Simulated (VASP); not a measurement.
# SnTe (Pm-3m) in VASP: notebook

Runs on SnTe. Level: PBE. Tasks: single point.

Everything below comes from runs of VASP 6.6.1. Logs are shortened: lines on timing, memory, paths and dates and some standing lists are left out, and cuts for length are marked.

### 1 The cell of the first run

Symmetry: Pm-3m, No. 221, cubic system. The conventional cell has a = 3.852 Å, b = 3.852 Å, c = 3.852 Å, α = 90.00°, β = 90.00°, γ = 90.00°. Within 4.4 Å of Te (site symmetry m-3m) lie 8 Sn at 3.34 Å and 6 Te at 3.85 Å. Within 4.4 Å of Sn (site symmetry m-3m) lie 8 Te at 3.34 Å and 6 Sn at 3.85 Å.

### 2 Single point, PBE (volume scaled by 0.96)

INCAR reads:

```
ALGO = Normal ; EDIFF = 1E-6
ENCUT = 520 ; GGA = PE
ISIF = 2 ; ISMEAR = -1
LASPH = T ; LCHARG = F
LREAL = F ; LWAVE = F
NBANDS = 17 ; NELM = 100
PREC = Accurate ; SIGMA = 0.05
```

KPOINTS reads:

```
k-points
0
Gamma
  7 7 7
```

POSCAR reads:

```
SnTe
1.0
    3.8519273147      0.0000000000      0.0000000000
    0.0000000000      3.8519273147      0.0000000000
    0.0000000000      0.0000000000      3.8519273147
Te Sn
1 1
Direct
    0.5000000000      0.5000000000      0.5000000000
    0.0000000000      0.0000000000      0.0000000000
```

Potentials or basis: VASP PAW PBE potentials, release 64 (Te, Sn_d).

The run is started by

```bash
cat potpaw_PBE.64/Te/POTCAR potpaw_PBE.64/Sn_d/POTCAR > POTCAR
mpirun -np 1 vasp_std > vasp.out
```

OUTCAR:

```text
EDIFF = 1E-6
   ENCUT = 520
   GGA = PE
   ISIF = 2
   ISMEAR = -1
   LASPH = T
   LREAL = F
   NELM = 100
   PREC = Accurate

 ion  position               nearest neighbor table
   1  0.500  0.500  0.500-   2 3.34   2 3.34   2 3.34   2 3.34   2 3.34   2 3.34   2 3.34   2 3.34

   2  0.000  0.000  0.000-   1 3.34   1 3.34   1 3.34   1 3.34   1 3.34   1 3.34   1 3.34   1 3.34

  LATTYP: Found a simple cubic cell.
 ALAT       =     3.8519273147

  Lattice vectors:

 A1 = (   3.8519273147,   0.0000000000,   0.0000000000)
 A2 = (   0.0000000000,   3.8519273147,   0.0000000000)
 A3 = (   0.0000000000,   0.0000000000,   3.8519273147)

Analysis of symmetry for initial positions (statically):
=====================================================================
 Subroutine PRICEL returns:
 Original cell was already a primitive cell.

 Routine SETGRP: Setting up the symmetry group for a
 simple cubic supercell.

 Subroutine GETGRP returns: Found 48 space group operations
 (whereof 48 operations were pure point group operations)
 out of a pool of 48 trial point group operations.

The static configuration has the point symmetry O_h .

Analysis of symmetry for dynamics (positions and initial velocities):
=====================================================================
 Subroutine PRICEL returns:
 Original cell was already a primitive cell.

 Routine SETGRP: Setting up the symmetry group for a
 simple cubic supercell.

 Subroutine GETGRP returns: Found 48 space group operations
 (whereof 48 operations were pure point group operations)
 out of a pool of 48 trial point group operations.

The dynamic configuration has the point symmetry O_h .

 Subroutine INISYM returns: Found 48 space group operations
 (whereof 48 operations are pure point group operations),
 and found     1 'primitive' translations

----------------------------------------------------------------------------------------

                                     Primitive cell

  volume of cell :      57.1524

  direct lattice vectors                    reciprocal lattice vectors
     3.851927315  0.000000000  0.000000000     0.259610299  0.000000000  0.000000000
[... 75 lines left out ...]
   ISPIN  =      1    spin polarized calculation?
   LNONCOLLINEAR =      F non collinear calculations
   LSORBIT =      F    spin-orbit coupling
   LASPH  =      T    aspherical Exc in radial PAW
   ENCUT  =  520.0 eV  38.22 Ry    6.18 a.u.   7.16  7.16  7.16*2*pi/ulx,y,z
   NELM   =    100;   NELMIN=  2; NELMDL= -5     # of ELM steps
   EDIFF  = 0.1E-05   stopping-criterion for ELM
   LREAL  =      F    real-space projection
   EDIFFG = 0.1E-04   stopping-criterion for IOM
   NSW    =      0    number of steps for IOM
   IBRION =     -1    ionic relax: 0-MD 1-quasi-New 2-CG
   NFREE  =      0    steps in history (QN), initial steepest desc. (CG)
   ISIF   =      2    stress and relaxation
   ISYM   =      2    0-nonsym 1-usesym 2-fastsym
   POTIM  = 0.5000    time-step for ionic-motion
   TEBEG  =    0.0;   TEEND  =   0.0 temperature during run
   PSTRESS=    0.0 pullay stress
   NELECT =      20.0000    total number of electrons
   NUPDOWN=      -1.0000    fix difference up-down
   EMIN   =  10.00;   EMAX   =-10.00  energy-range for DOS
   EFERMI =   0.00;   METHOD = LEGACY
   ISMEAR =    -1;   SIGMA  =   0.05  broadening in eV -4-tet -1-fermi 0-gaus
   EFERMI_NEDOS =   21; number of points for ismear=-14 and -15
   IALGO  =     38    algorithm
   IMIX   =      4    mixing-type and parameters
     AMIX     =   0.40;   BMIX     =  1.00
     AMIX_MAG =   1.60;   BMIX_MAG =  1.00
  volume/ion in A,a.u.               =      28.58       192.84
  Fermi-wavevector in a.u.,A,eV,Ry     =   1.153648  2.180079 18.108052  1.330904
  Thomas-Fermi vector in A             =   2.290291
   LORBIT       =      0    0 simple, 1 ext, 2 COOP (PROOUT), +10 PAW based schemes
   GGA     = PE    functional components
   LHFCALC =     F    Hartree Fock is set to
   AEXX    =    0.0000 exact exchange contribution
   IVDW    =     0    specifies the selected vdW correction
   LEPSILON=     F    determine dielectric tensor
   LRPA    =     F    only Hartree local field effects (RPA)
 non-spin polarized calculation
  energy-cutoff  :      520.00
  volume of cell :       57.15
 maximum number of plane-waves:      1551
 NGX is ok and might be reduce to    30
   NGX = 15   NGY = 15   NGZ = 15

 number of electron      19.9999997 magnetization

 Free energy of the ion-electron system (eV)
  ---------------------------------------------------
  ext. energy  EPLUGINS =         0.00000000
  ---------------------------------------------------
  free energy    TOTEN  =        -7.08545353 eV

  energy without entropy =       -7.06972337  energy(sigma->0) =       -7.07758845

 E-fermi :   7.4879     XC(G=0): -10.0699

 val. band max:        7.4836601023   @ k =   0.2857   0.1429   0.0000
 cond. band min:       7.6938097611   @ k =   0.2857   0.1429   0.1429
 fundamental gap:      0.2101496588
 Fermi energy:         7.4878698697

 k-point     1 :       0.0000    0.0000    0.0000
  band No.  band energies     occupation
      1     -14.0219      2.00000
      2     -14.0219      2.00000
      3     -13.9801      2.00000
      4     -13.9801      2.00000
      5     -13.9801      2.00000
      6      -5.0840      2.00000
[... 377 lines left out ...]
      4     -13.9649      2.00000
      5     -13.9649      2.00000
      6      -2.4956      2.00000
[... 9 lines left out ...]
     16      20.6515      0.00000
     17      22.5055      0.00000

------------------------ aborting loop because EDIFF is reached ----------------------------------------

  FORCE on cell =-STRESS in cart. coord.  units (eV):
  Direction    XX          YY          ZZ          XY          YZ          ZX
  --------------------------------------------------------------------------------------
  -------------------------------------------------------------------------------------
  Total        0.1327162      0.1327162      0.1327162     -0.0000000      0.0000000      0.0000000
  in kB        3.7204904      3.7204904      3.7204904     -0.0000000      0.0000000      0.0000000
  external PRESSURE =       3.7204904 kB  Pullay stress =       0.0000000 kB

 VOLUME and BASIS-vectors are now :
 -----------------------------------------------------------------------------
  energy-cutoff  :      520.00
  volume of cell :       57.15
      direct lattice vectors                 reciprocal lattice vectors
     3.851927315  0.000000000  0.000000000     0.259610299  0.000000000  0.000000000
     0.000000000  3.851927315  0.000000000     0.000000000  0.259610299  0.000000000
     0.000000000  0.000000000  3.851927315     0.000000000  0.000000000  0.259610299

 POSITION                                       TOTAL-FORCE (eV/Angst)
 -----------------------------------------------------------------------------------
      1.92596      1.92596      1.92596         0.000000      0.000000      0.000000
      0.00000      0.00000      0.00000         0.000000      0.000000      0.000000
 -----------------------------------------------------------------------------------
    total drift:                               -0.000000     -0.000000     -0.000000

  FREE ENERGIE OF THE ION-ELECTRON SYSTEM (eV)
  ---------------------------------------------------
  free  energy   TOTEN  =        -7.0854535255 eV

  energy  without entropy=       -7.0697233707  energy(sigma->0) =       -7.07758845
```

OSZICAR:

```text
N       E                     dE             d eps       ncg     rms          rms(c)
DAV:   1     0.126175843418E+03    0.12618E+03   -0.95988E+03   680   0.137E+03
DAV:   2     0.345070211383E+01   -0.12273E+03   -0.11967E+03   737   0.339E+02
DAV:   3    -0.684743744631E+01   -0.10298E+02   -0.10208E+02   824   0.862E+01
DAV:   4    -0.713373961406E+01   -0.28630E+00   -0.28576E+00   801   0.147E+01
DAV:   5    -0.714429100203E+01   -0.10551E-01   -0.10551E-01   953   0.275E+00    0.486E+00
DAV:   6    -0.708600175038E+01    0.58289E-01   -0.14631E-01   908   0.278E+00    0.312E+00
DAV:   7    -0.708557058263E+01    0.43117E-03   -0.14685E-02   822   0.681E-01    0.122E+00
DAV:   8    -0.708541239505E+01    0.15819E-03   -0.15137E-03   820   0.244E-01    0.175E-01
DAV:   9    -0.708544094427E+01   -0.28549E-04   -0.99889E-05   914   0.672E-02    0.699E-02
DAV:  10    -0.708545373543E+01   -0.12791E-04   -0.27695E-05   798   0.440E-02    0.725E-03
DAV:  11    -0.708545352553E+01    0.20989E-06   -0.60255E-07   580   0.727E-03
   1 F= -.70854535E+01 E0= -.70775884E+01  d E =-.157302E-01
```

stdout:

```text
POSCAR found type information on POSCAR TeSn
 POSCAR found :  2 types and       2 ions
 scaLAPACK will be used
 LDA part: xc-table for (Slater+PW92), standard interpolation
 POSCAR, INCAR and KPOINTS ok, starting setup
 FFT: planning ... GRIDC
 FFT: planning ... GRID_SOFT
 FFT: planning ... GRID
 WAVECAR not read
 entering main loop
```

Run time: 26 s. Hardware: 1 thread of AMD EPYC 7R43 (Zen 3), shared host; peak memory 0.14 GiB.

Results:

```
Free energy            : -7.0855 eV
Pressure               : 0.4 GPa
Band gap on the k mesh : zero (band 10 reaches 7.78 eV, above the bottom of band 11 at 6.57 eV)
```

Levels at points of the mesh, in eV from the Fermi level:
```
           k point  band 7  band 8  band 9  band 10  band 11  band 12  band 13  band 14
(0.00, 0.00, 0.00)   -5.13   -1.79   -1.79    -1.79     3.55     3.55     5.68     5.68
```

Caveat: the cell differs from its parent crystal (volume scaled by 0.96); spin-orbit coupling is left out, which moves the levels of the heavy elements.

### 3 Single point, PBE (volume scaled by 0.98)

INCAR reads:

```
SYSTEM = SnTe
PREC = Accurate ; ENCUT = 520
EDIFF = 1E-6 ; ISMEAR = -1
SIGMA = 0.05 ; LREAL = .False.
LASPH = .True. ; NELM = 60
ALGO = Normal ; ISIF = 2
LWAVE = .False. ; LCHARG = .True.
GGA = PE ; LELF = .True.
LVHAR = .True. ; NBANDS = 17
```

KPOINTS reads:

```
Automatic mesh
0
Gamma
  7 7 7
  0 0 0
```

POSCAR reads:

```
SnTe
1.0
    3.8784931701      0.0000000000      0.0000000000
    0.0000000000      3.8784931701      0.0000000000
    0.0000000000      0.0000000000      3.8784931701
Te Sn
1 1
Direct
    0.5000000000      0.5000000000      0.5000000000
    0.0000000000      0.0000000000      0.0000000000
```

Potentials or basis: VASP PAW PBE potentials, release 64 (Te, Sn_d).

The run is started by

```bash
cat potpaw_PBE.64/Te/POTCAR potpaw_PBE.64/Sn_d/POTCAR > POTCAR
mpirun -np 1 vasp_std > vasp.out
```

It took 25 s on 1 thread of AMD EPYC 7R43 (Zen 3), shared host; peak memory 0.14 GiB.

The run converged. Its results:

* Free energy: -7.0856 eV
* Pressure: -0.4 GPa
* Band gap on the k mesh: zero (band 10 reaches 7.49 eV, above the bottom of band 11 at 6.37 eV)

Levels at points of the mesh, in eV from the Fermi level:
```
           k point  band 8  band 9  band 10  band 11  band 12  band 13
(0.00, 0.00, 0.00)   -1.74   -1.74    -1.74     3.59     3.59     5.54
```

Caveat: the cell differs from its parent crystal (volume scaled by 0.98); spin-orbit coupling is left out, which moves the levels of the heavy elements.

### 4 Single point, PBE

This run uses another cell than the first one, of 29.77 Å³/atom, 1.042 times its volume.

INCAR reads:

```
ALGO = Normal ; EDIFF = 1E-7
ENCUT = 520 ; GGA = PE
ISIF = 2 ; ISMEAR = -1
LASPH = True ; LCHARG = True
LELF = True ; LREAL = False
LVHAR = True ; LWAVE = False
NBANDS = 17 ; NELM = 80
PREC = Accurate ; SIGMA = 0.05
```

KPOINTS reads:

```
k-points
0
Gamma
  7 7 7
```

POSCAR reads:

```
SnTe
1.0
    3.9047000000      0.0000000000      0.0000000000
    0.0000000000      3.9047000000      0.0000000000
    0.0000000000      0.0000000000      3.9047000000
Te Sn
1 1
Direct
    0.5000000000      0.5000000000      0.5000000000
    0.0000000000      0.0000000000      0.0000000000
```

The run is started by

```bash
cat potpaw_PBE.64/Te/POTCAR potpaw_PBE.64/Sn_d/POTCAR > POTCAR
mpirun -np 1 vasp_std > vasp.out
```

Run time: 32 s. Hardware: 1 thread of AMD EPYC 7R43 (Zen 3), shared host; peak memory 0.14 GiB.

It converged, with:

```yaml
Free_energy: -7.0802 eV
Pressure: -1.1 GPa
Band_gap_on_the_k_mesh: zero (band 10 reaches 7.23 eV, above the bottom of band 11 at 6.18 eV)
```

Levels at points of the mesh, in eV from the Fermi level:
```tsv
k point	band 7	band 8	band 9	band 10	band 11	band 12	band 13	band 14
(0.00, 0.00, 0.00)	-5.27	-1.70	-1.70	-1.70	3.63	3.63	5.39	5.39
```

Caveat: spin-orbit coupling is left out, which moves the levels of the heavy elements.

### 5 Single point, PBE

This run uses another cell than the first one, of 29.77 Å³/atom, 1.042 times its volume.

INCAR reads:

```
SYSTEM = SnTe
PREC = Accurate ; ENCUT = 520
EDIFF = 1E-7 ; ISMEAR = -1
SIGMA = 0.05 ; LREAL = .False.
LASPH = .True. ; NELM = 100
ALGO = Normal ; ISIF = 2
LWAVE = .False. ; LCHARG = .True.
GGA = PE ; LELF = .True.
LVHAR = .True. ; NBANDS = 17
```

KPOINTS reads:

```
regular mesh
0
Gamma
  7 7 7
  0 0 0
```

POSCAR is that of step 4.

Potentials or basis: VASP PAW PBE potentials, release 64 (Te, Sn_d).

The run is started by

```bash
cat potpaw_PBE.64/Te/POTCAR potpaw_PBE.64/Sn_d/POTCAR > POTCAR
mpirun -np 1 vasp_std > vasp.out
```

OUTCAR:

```text
SYSTEM = SnTe
   PREC = Accurate
   ENCUT = 520
   EDIFF = 1E-7
   ISMEAR = -1
   LREAL = .False.
   LASPH = .True.
   NELM = 100
   ISIF = 2
   GGA = PE

 ion  position               nearest neighbor table
   1  0.500  0.500  0.500-   2 3.38   2 3.38   2 3.38   2 3.38   2 3.38   2 3.38   2 3.38   2 3.38

   2  0.000  0.000  0.000-   1 3.38   1 3.38   1 3.38   1 3.38   1 3.38   1 3.38   1 3.38   1 3.38

  LATTYP: Found a simple cubic cell.
 ALAT       =     3.9047000000

[... 581 lines left out ...]

------------------------ aborting loop because EDIFF is reached ----------------------------------------

  FORCE on cell =-STRESS in cart. coord.  units (eV):
  Direction    XX          YY          ZZ          XY          YZ          ZX
  --------------------------------------------------------------------------------------
  -------------------------------------------------------------------------------------
  Total       -0.4040646     -0.4040646     -0.4040646      0.0000000      0.0000000     -0.0000000
  in kB      -10.8742257    -10.8742257    -10.8742257      0.0000000      0.0000000     -0.0000000
  external PRESSURE =     -10.8742257 kB  Pullay stress =       0.0000000 kB

 VOLUME and BASIS-vectors are now :
 -----------------------------------------------------------------------------
  energy-cutoff  :      520.00
  volume of cell :       59.53
      direct lattice vectors                 reciprocal lattice vectors
     3.904700000  0.000000000  0.000000000     0.256101621  0.000000000  0.000000000
     0.000000000  3.904700000  0.000000000     0.000000000  0.256101621  0.000000000
     0.000000000  0.000000000  3.904700000     0.000000000  0.000000000  0.256101621

 POSITION                                       TOTAL-FORCE (eV/Angst)
 -----------------------------------------------------------------------------------
      1.95235      1.95235      1.95235         0.000000      0.000000      0.000000
      0.00000      0.00000      0.00000         0.000000      0.000000      0.000000
 -----------------------------------------------------------------------------------
    total drift:                               -0.000000     -0.000000     -0.000000

  FREE ENERGIE OF THE ION-ELECTRON SYSTEM (eV)
  ---------------------------------------------------
  free  energy   TOTEN  =        -7.0801791847 eV

  energy  without entropy=       -7.0606699444  energy(sigma->0) =       -7.07042456
```

Run time: 35 s. Hardware: 1 thread of AMD EPYC 7R43 (Zen 3), shared host; peak memory 0.14 GiB.

Results:

```
Free energy            : -7.0802 eV
Pressure               : -1.1 GPa
Band gap on the k mesh : zero (band 10 reaches 7.23 eV, above the bottom of band 11 at 6.18 eV)
```

Caveat: spin-orbit coupling is left out, which moves the levels of the heavy elements.

[end of part 1 of 2]
